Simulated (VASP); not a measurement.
A run of VASP 6.6.1 is set up as follows.

Contents of INCAR:

```
SYSTEM = Ga3Sb2As
ALGO = Normal ; EDIFF = 1E-7
EDIFFG = -0.001 ; ENCUT = 500
GGA = PE ; GGA_COMPAT = .False.
IBRION = 2 ; ISIF = 3
ISMEAR = -1 ; LASPH = .True.
LCHARG = .False. ; LREAL = .False.
LWAVE = .False. ; NELM = 120
NELMIN = 4 ; NSW = 80
PREC = Accurate ; SIGMA = 0.15
```

Contents of KPOINTS:

```
k-points
0
Gamma
  12 12 4
  0 0 0
```

POSCAR

```
Ga3Sb2As
1.0
    4.2905747075      0.0000000289      0.0000000000
   -2.1452873787      3.7157466791      0.0000000000
    0.0000000000      0.0000000000     10.5020546000
Ga Sb As
3 2 1
Direct
    0.0000000000      0.0000000000      0.9876830000
    0.6666666667      0.3333333333      0.3326720000
    0.3333333333      0.6666666667      0.6789970000
    0.6666666667      0.3333333333      0.0776450000
    0.3333333333      0.6666666667      0.4223990000
    0.0000000000      0.0000000000      0.7506030000
```

Potentials or basis: VASP PAW PBE potentials, release 64 (Ga_d, Sb, As).

The run is started by

```console
$ cat potpaw_PBE.64/Ga_d/POTCAR potpaw_PBE.64/Sb/POTCAR potpaw_PBE.64/As/POTCAR > POTCAR
$ mpirun -np 1 vasp_std > vasp.out
```

Q: Estimate the relaxed cell.

A: a = 4.295 Å, b = 4.295 Å, c = 10.511 Å, α = 90.00°, β = 90.00°, γ = 120.00°.

Q: Predict the band gap on the k mesh.

A: Zero (bands 27 and 28 overlap by 0.12 eV).

Q: Estimate the relaxed volume.

A: 27.98 Å³/atom.

Q: What does it give for the space group after relaxing (to 0.1 Å)?

A: P3m1 (No. 156).

Step by step:
| step | energy change (eV) | largest force (eV/Å) | pressure (GPa) | volume (Å³) |
| --- | --- | --- | --- | --- |
| 1 | 0.0000 | 0.0363 | 0.14 | 167.43 |
| 2 | -0.0003 | 0.0162 | -0.02 | 168.04 |
| 3 | -0.0003 | 0.0188 | 0.00 | 167.99 |
| 4 | -0.0003 | 0.0163 | -0.04 | 168.02 |
| 5 | -0.0003 | 0.0182 | -0.02 | 168.00 |
| 6 | -0.0003 | 0.0085 | -0.01 | 167.97 |
| 7 | -0.0003 | 0.0068 | -0.01 | 167.95 |
| 8 | -0.0003 | 0.0147 | 0.01 | 167.91 |
| 9 | -0.0003 | 0.0088 | -0.02 | 167.94 |
| 10 | -0.0003 | 0.0110 | 0.00 | 167.93 |
| 11 | -0.0003 | 0.0096 | -0.02 | 167.94 |
| 12 | -0.0003 | 0.0052 | 0.05 | 167.85 |
| 13 | -0.0003 | 0.0055 | 0.00 | 167.87 |
| 14 | -0.0003 | 0.0055 | 0.01 | 167.87 |
| 15 | -0.0003 | 0.0020 | 0.00 | 167.89 |
| 16 | -0.0003 | 0.0019 | 0.00 | 167.90 |
| 17 | -0.0003 | 0.0019 | 0.00 | 167.90 |
| 18 | -0.0003 | 0.0024 | 0.00 | 167.90 |
| 19 | -0.0003 | 0.0021 | 0.00 | 167.90 |
| 20 | -0.0003 | 0.0008 | 0.00 | 167.91 |

Caveat: semilocal functionals underestimate gaps, so a narrow gap can read as zero; spin-orbit coupling is left out, which moves the levels of the heavy elements.
